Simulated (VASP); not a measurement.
# Sn (P1) in VASP: single point with PBEsol

Aim: the single point of Sn with PBEsol.

Program: VASP 6.6.1. These are calculated values, not measurements. Logs are shortened: lines on timing, memory, paths and dates and some standing lists are left out, and cuts for length are marked.

**1. The cell of the first run**

The typed cell holds 4 atoms: a = 9.145 Å, b = 4.573 Å, c = 4.573 Å, α = 60.00°, β = 60.00°, γ = 60.00°.

**2. Single point, PBEsol**

Input file INCAR:

```
SYSTEM = Sn
  PREC = Accurate
  ENCUT = 520
  EDIFF = 1E-7
  ISMEAR = -1
  SIGMA = 0.08
  LREAL = .False.
  LASPH = .True.
  NELM = 60
  ALGO = Normal
  ISIF = 2
  LWAVE = .False.
  LCHARG = .True.
  GGA = PS
  LELF = .True.
  LVHAR = .True.
  NBANDS = 36
```

Input file KPOINTS:

```
Automatic mesh
0
Gamma
  3 5 5
  0 0 0
```

Input file POSCAR:

```
Sn
1.0
    0.0000000000      6.4666856000      6.4666856000
    3.2333428000      0.0000000000      3.2333428000
    3.2333428000      3.2333428000      0.0000000000
Sn
4
Direct
   -0.0097665951      0.0083756971      0.0013563362
    0.5160610406     -0.0166754666     -0.0032413823
    0.1313839968      0.2676749895      0.2138279306
    0.6204511473      0.2456570643      0.2711217320
```

Potentials or basis: VASP PAW PBE potentials, release 64 (Sn_d).

Run with:

```sh
$ cat potpaw_PBE.64/Sn_d/POTCAR > POTCAR
$ mpirun -np 1 vasp_std > vasp.out
```

OUTCAR:

```text
SYSTEM = Sn
   PREC = Accurate
   ENCUT = 520
   EDIFF = 1E-7
   ISMEAR = -1
   LREAL = .False.
   LASPH = .True.
   NELM = 60
   ISIF = 2
   GGA = PS

 ion  position               nearest neighbor table
   1  0.990  0.008  0.001-   4 2.76   3 2.77   3 2.82   3 2.94
   2  0.516  0.983  0.997-   4 2.71   4 2.76   4 2.79   3 2.88
   3  0.131  0.268  0.214-   1 2.77   1 2.82   2 2.88   1 2.94
   4  0.620  0.246  0.271-   2 2.71   2 2.76   1 2.76   2 2.79

  LATTYP: Found a trigonal (rhomboedric) cell.
 ALAT       =     7.9200400235
 COS(alpha) =     0.8333333333

  Lattice vectors:

 A1 = (   3.2333428000,  -3.2333428000,  -6.4666856000)
 A2 = (   6.4666856000,  -3.2333428000,  -3.2333428000)
 A3 = (   3.2333428000,  -6.4666856000,  -3.2333428000)

Analysis of symmetry for initial positions (statically):
=====================================================================
 Subroutine PRICEL returns:
 Original cell was already a primitive cell.

 Routine SETGRP: Setting up the symmetry group for a
 trigonal (rhombohedral) supercell.

 Subroutine GETGRP returns: Found  1 space group operations
 (whereof  1 operations were pure point group operations)
 out of a pool of 12 trial point group operations.

The static configuration has the point symmetry C_1 .

Analysis of symmetry for dynamics (positions and initial velocities):
=====================================================================
 Subroutine PRICEL returns:
 Original cell was already a primitive cell.

 Routine SETGRP: Setting up the symmetry group for a
 trigonal (rhombohedral) supercell.

 Subroutine GETGRP returns: Found  1 space group operations
 (whereof  1 operations were pure point group operations)
 out of a pool of 12 trial point group operations.

The dynamic configuration has the point symmetry C_1 .

 Subroutine INISYM returns: Found  1 space group operations
 (whereof  1 operations are pure point group operations),
 and found     1 'primitive' translations

----------------------------------------------------------------------------------------

                                     Primitive cell

  volume of cell :     135.2120

  direct lattice vectors                    reciprocal lattice vectors
     0.000000000  6.466685600  6.466685600    -0.077319361  0.077319361  0.077319361
     3.233342800  0.000000000  3.233342800     0.154638723 -0.154638723  0.154638723
     3.233342800  3.233342800  0.000000000     0.154638723  0.154638723 -0.154638723

  length of vectors
     9.145274479  4.572637240  4.572637240     0.133921062  0.267842124  0.267842124

  position of ions in fractional coordinates (direct lattice)
     0.990233405  0.008375697  0.001356336
     0.516061041  0.983324533  0.996758618
     0.131383997  0.267674990  0.213827931
     0.620451147  0.245657064  0.271121732

  ion indices of the primitive-cell ions
   primitive index   ion index
                 1           1
                 2           2
                 3           3
                 4           4

----------------------------------------------------------------------------------------

 KPOINTS: Automatic mesh

Automatic generation of k-mesh.
 Grid dimensions read from file:
 generate k-points for:    3    5    5

 Generating k-lattice:

  Cartesian coordinates                     Fractional coordinates (reciprocal lattice)
    -0.025773120  0.025773120  0.025773120     0.333333333  0.000000000  0.000000000
     0.030927745 -0.030927745  0.030927745     0.000000000  0.200000000  0.000000000
     0.030927745  0.030927745 -0.030927745     0.000000000  0.000000000  0.200000000

  Length of vectors
     0.044640354  0.053568425  0.053568425

  Shift w.r.t. Gamma in fractional coordinates (k-lattice)
     0.000000000  0.000000000  0.000000000

 -----------------------------------------------------------------------------
|                                                                             |
|           W    W    AA    RRRRR   N    N  II  N    N   GGGG   !!!           |
|           W    W   A  A   R    R  NN   N  II  NN   N  G    G  !!!           |
|           W    W  A    A  R    R  N N  N  II  N N  N  G       !!!           |
|           W WW W  AAAAAA  RRRRR   N  N N  II  N  N N  G  GGG   !            |
|           WW  WW  A    A  R   R   N   NN  II  N   NN  G    G                |
|           W    W  A    A  R    R  N    N  II  N    N   GGGG   !!!           |
|                                                                             |
|     Your reciprocal lattice and k-lattice belong to different lattice       |
|     classes:                                                                |
|                                                                             |
|        The reciprocal lattice is rhombohedral (trigonal),                   |
|        whereas your k-lattice is base-centered monoclinic.                  |
|                                                                             |
|     Results are often still useful ...                                      |
|                                                                             |
 -----------------------------------------------------------------------------

 WARNING: IBZKPT: internal override: KBLOWUP is changed to .FALSE.
      ... skipping the blow-up phase ...

 Subroutine IBZKPT returns following result:
 ===========================================

 Found     38 irreducible k-points:

 Following reciprocal coordinates:
            Coordinates               Weight
  0.000000  0.000000  0.000000      1.000000
  0.333333  0.000000  0.000000      2.000000
  0.000000  0.200000  0.000000      2.000000
  0.333333  0.200000  0.000000      2.000000
 -0.333333  0.200000  0.000000      2.000000
  0.000000  0.400000  0.000000      2.000000
[... 16 lines left out ...]
 -0.333333 -0.200000  0.200000      2.000000
  0.000000  0.000000  0.400000      2.000000
 [... further k-points ...]
   k-points           NKPTS =     38   k-points in BZ     NKDIM =     38   number of bands    NBANDS=     36
   number of dos      NEDOS =    301   number of ions     NIONS =      4
   total plane-waves  NPLWV =  90720
   dimension x,y,z NGX =    70 NGY =   36 NGZ =   36
   dimension x,y,z NGXF=   140 NGYF=   72 NGZF=   72
   ions per type =               4
   NGX,Y,Z   is equivalent  to a cutoff of  12.72, 13.09, 13.09 a.u.
   NGXF,Y,Z  is equivalent  to a cutoff of  25.45, 26.18, 26.18 a.u.
 SYSTEM =  Sn
   PREC   = accura    normal or accurate (medium, high low for compatibility)
   ISTART =      0    job   : 0-new  1-cont  2-samecut
   ICHARG =      2    charge: 1-file 2-atom 10-const
   ISPIN  =      1    spin polarized calculation?
   LNONCOLLINEAR =      F non collinear calculations
   LSORBIT =      F    spin-orbit coupling
   LASPH  =      T    aspherical Exc in radial PAW
   ENCUT  =  520.0 eV  38.22 Ry    6.18 a.u.  17.00  8.50  8.50*2*pi/ulx,y,z
   NELM   =     60;   NELMIN=  2; NELMDL= -5     # of ELM steps
   EDIFF  = 0.1E-06   stopping-criterion for ELM
   LREAL  =      F    real-space projection
   EDIFFG = 0.1E-05   stopping-criterion for IOM
   NSW    =      0    number of steps for IOM
   IBRION =     -1    ionic relax: 0-MD 1-quasi-New 2-CG
   NFREE  =      0    steps in history (QN), initial steepest desc. (CG)
   ISIF   =      2    stress and relaxation
   ISYM   =      2    0-nonsym 1-usesym 2-fastsym
   POTIM  = 0.5000    time-step for ionic-motion
   TEBEG  =    0.0;   TEEND  =   0.0 temperature during run
   PSTRESS=    0.0 pullay stress
   NELECT =      56.0000    total number of electrons
   NUPDOWN=      -1.0000    fix difference up-down
   EMIN   =  10.00;   EMAX   =-10.00  energy-range for DOS
   EFERMI =   0.00;   METHOD = LEGACY
   ISMEAR =    -1;   SIGMA  =   0.08  broadening in eV -4-tet -1-fermi 0-gaus
   EFERMI_NEDOS =   21; number of points for ismear=-14 and -15
   IALGO  =     38    algorithm
   IMIX   =      4    mixing-type and parameters
     AMIX     =   0.40;   BMIX     =  1.00
     AMIX_MAG =   1.60;   BMIX_MAG =  1.00
  volume/ion in A,a.u.               =      33.80       228.11
  Fermi-wavevector in a.u.,A,eV,Ry     =   1.220298  2.306028 20.260793  1.489126
  Thomas-Fermi vector in A             =   2.355520
   LORBIT       =      0    0 simple, 1 ext, 2 COOP (PROOUT), +10 PAW based schemes
   GGA     = PS    functional components
   LHFCALC =     F    Hartree Fock is set to
   AEXX    =    0.0000 exact exchange contribution
   IVDW    =     0    specifies the selected vdW correction
   LEPSILON=     F    determine dielectric tensor
   LRPA    =     F    only Hartree local field effects (RPA)
 non-spin polarized calculation
  energy-cutoff  :      520.00
  volume of cell :      135.21
 maximum number of plane-waves:      3673
 NGX is ok and might be reduce to    70
   NGX = 33   NGY = 17   NGZ = 17

 number of electron      55.9999998 magnetization

 Free energy of the ion-electron system (eV)
  ---------------------------------------------------
  ext. energy  EPLUGINS =         0.00000000
  ---------------------------------------------------
  free energy    TOTEN  =       -16.68382893 eV

  energy without entropy =      -16.66778129  energy(sigma->0) =      -16.67580511

 E-fermi :   5.5280     XC(G=0):  -9.1115

 val. band max:        5.5004703803   @ k =   0.0000   0.0000   0.0000
 cond. band min:       5.5428372080   @ k =   0.3333   0.0000   0.0000
 fundamental gap:      0.0423668277
 Fermi energy:         5.5280387983

 k-point     1 :       0.0000    0.0000    0.0000
  band No.  band energies     occupation
      1     -16.1923      2.00000
      2     -16.1577      2.00000
      3     -16.0939      2.00000
      4     -16.0664      2.00000
      5     -16.0650      2.00000
      6     -15.9861      2.00000
[... 28 lines left out ...]
     35       8.9757      0.00000
     36      10.4384      0.00000

 k-point     2 :       0.3333    0.0000    0.0000
  band No.  band energies     occupation
      1     -16.1924      2.00000
      2     -16.1579      2.00000
      3     -16.0956      2.00000
      4     -16.0698      2.00000
      5     -16.0676      2.00000
      6     -15.9825      2.00000
[... 850 lines left out ...]
 k-point    24 :       0.0000    0.0000    0.4000
  band No.  band energies     occupation
      1     -16.2273      2.00000
      2     -16.2158      2.00000
      3     -16.1396      2.00000
      4     -16.0235      2.00000
      5     -15.9931      2.00000
      6     -15.9438      2.00000
[... 28 lines left out ...]
     35      12.3213      0.00000
     36      12.5655      0.00000

 [... further k-points ...]

------------------------ aborting loop because EDIFF is reached ----------------------------------------

  FORCE on cell =-STRESS in cart. coord.  units (eV):
  Direction    XX          YY          ZZ          XY          YZ          ZX
  --------------------------------------------------------------------------------------
  -------------------------------------------------------------------------------------
  Total        1.6044126      1.5512510      1.6706881     -0.0062244     -0.6116333      0.6793990
  in kB       19.0112818     18.3813504     19.7966048     -0.0737554     -7.2474701      8.0504513
  external PRESSURE =      19.0630790 kB  Pullay stress =       0.0000000 kB

 VOLUME and BASIS-vectors are now :
 -----------------------------------------------------------------------------
  energy-cutoff  :      520.00
  volume of cell :      135.21
      direct lattice vectors                 reciprocal lattice vectors
     0.000000000  6.466685600  6.466685600    -0.077319361  0.077319361  0.077319361
     3.233342800  0.000000000  3.233342800     0.154638723 -0.154638723  0.154638723
     3.233342800  3.233342800  0.000000000     0.154638723  0.154638723 -0.154638723

 POSITION                                       TOTAL-FORCE (eV/Angst)
 -----------------------------------------------------------------------------------
      0.03147      6.40791      6.43061        -0.442693     -0.118241      0.760875
      6.40229      6.56007      6.51663         0.723383     -0.154188     -0.507395
      1.55686      1.54100      1.71510         0.096907      0.510446     -0.425787
      1.67092      4.88889      4.80656        -0.377596     -0.238017      0.172307
 -----------------------------------------------------------------------------------
    total drift:                                0.000213      0.000009      0.000119

  FREE ENERGIE OF THE ION-ELECTRON SYSTEM (eV)
  ---------------------------------------------------
  free  energy   TOTEN  =       -16.6838289288 eV

  energy  without entropy=      -16.6677812925  energy(sigma->0) =      -16.67580511
```

Wall time 2.3 min (1 thread of Intel Xeon Platinum 8488C (Sapphire Rapids), shared host); peak memory 0.34 GiB.

Results:

```yaml
Free_energy: -16.6838 eV
Pressure: 1.9 GPa
Largest_force: 0.897 eV/Å
Band_gap_on_the_k_mesh: zero (bands 28 and 29 overlap by 0.03 eV)
```

Forces in eV/Å, atoms in the order of the input:
```
Sn  -0.443 -0.118  0.761
Sn   0.723 -0.154 -0.507
Sn   0.097  0.510 -0.426
Sn  -0.378 -0.238  0.172
```

Stress tensor (GPa, compression positive):
```
 1.90 -0.01  0.81
-0.01  1.84 -0.72
 0.81 -0.72  1.98
```

Caveat: the PAW data sets were made with another functional, which shifts forces and pressure a little; spin-orbit coupling is left out, which moves the levels of the heavy elements.

The gap in the log of VASP goes by the Fermi energy; the results here count the filled bands.